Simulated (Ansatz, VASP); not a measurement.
# One calculation of Tl, two programs

```xyz
1
Lattice="0.0000 2.4663 2.5033 2.4663 0.0000 2.5033 2.4663 2.4663 0.0000" Properties=species:S:1:pos:R:3 pbc="T T T"
Tl    0.0000    0.0000    0.0000
```

Change from the starting cell: strain +0.000 along x and y, +0.015 along z, atoms carried along.

Alike in both runs: task single point; functional PBE; dispersion D3(BJ); k mesh 16 × 16 × 16; occupations gaussian, width 0.15 eV; no spin polarisation.

|  | VASP | Ansatz |
| --- | --- | --- |
| version | VASP 6.6.1 | Ansatz 0.2.0 |
| potentials or method | VASP PAW PBE potentials, release 64 (Tl_d), cutoff 520 eV | scalar-relativistic, plane waves, PAW |
| valence electrons in the cell | 13 | 13 |

```csv
,VASP,Ansatz,Ansatz less VASP
gap on the k mesh at the Fermi level (eV),none,none,-
pressure (GPa),-1.2,-1.2,+0.05
"traceless stress, the component that is largest in VASP (GPa)",0.08,0.08,-0.002
```

A gap of «none» marks a metal or a gap that the smearing closes.

Neither program's run includes spin-orbit coupling.
